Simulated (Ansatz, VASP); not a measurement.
# Two plane-wave programs on Al3Cu

INCAR

```
ALGO = Fast
EDIFF = 1E-6
ENCUT = 520
GGA = PS
ISIF = 2
ISMEAR = 0
LASPH = T
LCHARG = F
LREAL = F
LWAVE = F
NBANDS = 18
NELM = 60
PREC = Accurate
SIGMA = 0.15
```

KPOINTS

```
k-points
0
Gamma
  18 18 6
```

File POSCAR:

```
Al3Cu
1.0
    2.7796830098      0.0000000000      0.0000000000
    0.0000000000      2.7796830098      0.0000000000
    0.0000000000      0.0000000000      7.6029571177
Al Cu
3 1
Direct
    0.0000000000      0.0000000000      0.5000000000
    0.5000000000      0.5000000000      0.2206884206
    0.5000000000      0.5000000000      0.7793115794
    0.0000000000      0.0000000000     -0.0087729023
```

Input for Ansatz:

```yaml
crystal:
  lattice:
    - [2.7796830098, 0.0, 0.0]
    - [0.0, 2.7796830098, 0.0]
    - [0.0, 0.0, 7.6029571177]
  atoms:
    - { symbol: Al, position: [0.0, 0.0, 0.5] }
    - { symbol: Al, position: [0.5, 0.5, 0.2206884206] }
    - { symbol: Al, position: [0.5, 0.5, 0.7793115794] }
    - { symbol: Cu, position: [0.0, 0.0, -0.0087729023] }
basis:
  ecutwfc: 420
kpoints:
  mp_grid: { grid: [18, 18, 6] }
hamiltonian:
  xc: pbesol
scf:
  occupations: { method: gaussian, width: 0.15 }
output:
  forces: true
  stress: true
  eigenvalues: true
```

Alike in both runs: task single point; functional PBEsol; k mesh 18 × 18 × 6; occupations gaussian, width 0.15 eV; no spin polarisation.

```csv
,VASP,Ansatz
version,VASP 6.6.1,Ansatz 0.2.0
potentials or method,"VASP PAW PBE potentials, release 64 (Al, Cu), cutoff 520 eV","scalar-relativistic, plane waves, PAW"
valence electrons in the cell,20,28
```

Ansatz gave:

```
gap on the k mesh at the Fermi level (eV)                     : none
pressure (GPa)                                                : 0.1
traceless stress, the component that is largest in VASP (GPa) : -0.23
rms of the force components (eV/Å)                            : 0.142
```

Problem. Estimate VASP's values.

Solution. gap on the k mesh at the Fermi level (eV): none; pressure (GPa): 0.7; traceless stress, the component that is largest in VASP (GPa): -0.21; rms of the force components (eV/Å): 0.144.

VASP's potentials were made for PBE, not for PBEsol. Atom by atom the forces differ by 0.008 eV/Å (rms over components). A gap of «none» marks a metal or a gap that the smearing closes. VASP's potentials hold 20 valence electrons a cell and Ansatz's 28, so a difference there can come from the potentials and not from the codes.
